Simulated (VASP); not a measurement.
A run of VASP 6.6.1 is set up as follows.

INCAR

```
SYSTEM = W
PREC = Accurate
ENCUT = 520
EDIFF = 1E-6
ISMEAR = 0
SIGMA = 0.15
LREAL = .False.
LASPH = .True.
NELM = 100
ALGO = Fast
ISIF = 2
LWAVE = .False.
LCHARG = .False.
GGA = PS
NBANDS = 36
```

File KPOINTS:

```
regular mesh
0
Gamma
  18 18 5
  0 0 0
```

The input POSCAR:

```
W
1.0
   -1.5973000000      1.5973000000     -1.5973000000
   -1.5973000000     -1.5973000000      1.5973000000
    0.0000000000      6.7427533906      6.7427533906
W
4
Direct
    0.0000000000      0.0000000000      0.8291197492
    0.5000000000      0.5000000000      0.1184456785
    0.0000000000      0.0000000000      0.3553370354
    0.5000000000      0.5000000000      0.5922283923
```

Potentials or basis: VASP PAW PBE potentials, release 64 (W_sv).

Command:

```bash
$ cat potpaw_PBE.64/W_sv/POTCAR > POTCAR
$ mpirun -np 1 vasp_std > vasp.out
```

Task: Estimate the largest force.

Result: 1.497 eV/Å.

Task: What does it give for the band gap on the k mesh?

Result: Zero (bands 28 and 29 overlap by 2.29 eV).

Task: What does it give for the pressure?

Result: -19.3 GPa.

Forces in eV/Å, atoms in the order of the input:
```
W    0.000  1.058  1.058
W    0.000 -1.058 -1.058
W    0.000 -0.139 -0.139
W    0.000  0.139  0.139
```

Caveat: the cell differs from its parent crystal (the distance across one plane changed); the cell stands under tension; the PAW data sets were made with another functional, which shifts forces and pressure a little; spin-orbit coupling is left out, which moves the levels of the heavy elements.
